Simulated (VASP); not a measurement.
**SnO2: single point with LDA**

Crystal: SnO2.

```
Sn O
1.0
     4.82742    0.00000    0.00000
     0.00000    4.82754    0.00000
     0.00000    0.00000    2.99862
Sn O
2 4
Direct
  0.50000 0.50000 0.50000
  0.00000 0.00000 0.00000
  0.30320 0.30323 0.00000
  0.80320 0.19677 0.50000
  0.19680 0.80323 0.50000
  0.69680 0.69677 0.00000
```

This cell differs from its parent crystal: uniaxial strain along c: -6.0 %, then relaxed in part.

```yaml
Program: VASP 6.6.1
Task: single point
Functional: LDA
Potentials_or_basis: VASP PAW LDA potentials, release 64 (Sn_d, O)
Cutoff: 520 eV
k_mesh: 6 × 6 × 8
Occupations: gaussian, width 0.02 eV
Spin: no spin polarisation
Dipole_correction: no
Further_INCAR_settings: ALGO = Normal; EDIFF = 1e-07; NBANDS = 35
```

```
Pressure               : 8.6 GPa
Largest force          : 0.053 eV/Å
Band gap on the k mesh : 1.56 eV
```

Forces in eV/Å, atoms in the order of the input:
```
Sn   0.000  0.000  0.000
Sn   0.000  0.000  0.000
O   -0.038 -0.038  0.000
O   -0.038  0.038  0.000
O    0.038 -0.038  0.000
O    0.038  0.038  0.000
```

Stress tensor (GPa, compression positive):
```
 0.98  0.00  0.00
 0.00  0.98  0.00
 0.00  0.00 23.99
```

Levels at points of the mesh, in eV from the valence-band top:
```csv
k point,band 23,band 24,band 25,band 26,band 27,band 28,band 29,band 30
"(0.00, 0.00, 0.00)",-1.04,-0.95,-0.95,0.00,1.56,6.73,6.73,7.01
"(0.50, 0.00, 0.00)",-1.02,-1.02,-0.75,-0.75,4.58,4.58,7.63,7.63
"(0.00, 0.50, 0.00)",-1.02,-1.02,-0.75,-0.75,4.58,4.58,7.63,7.63
"(0.50, 0.50, 0.00)",-1.12,-1.12,-1.10,-1.10,5.23,5.23,7.92,7.92
"(0.00, 0.00, 0.50)",-1.74,-1.74,-1.31,-1.31,6.27,6.27,9.25,9.25
"(0.50, 0.00, 0.50)",-1.23,-1.23,-0.88,-0.88,6.47,6.47,7.48,7.48
"(0.00, 0.50, 0.50)",-1.24,-1.24,-0.88,-0.88,6.47,6.47,7.48,7.48
"(0.50, 0.50, 0.50)",-1.05,-1.05,-0.99,-0.99,4.61,4.61,8.78,8.78
```

Wall time 65 s on 1 thread of Intel(R) Xeon(R) 6975P-C (Granite Rapids), on a shared host, peak memory 0.25 GiB.

Caveat: the cell differs from its parent crystal (uniaxial strain along c: -6.0 %, then relaxed in part); the cell stands under pressure; spin-orbit coupling is left out, which moves the levels of the heavy elements.
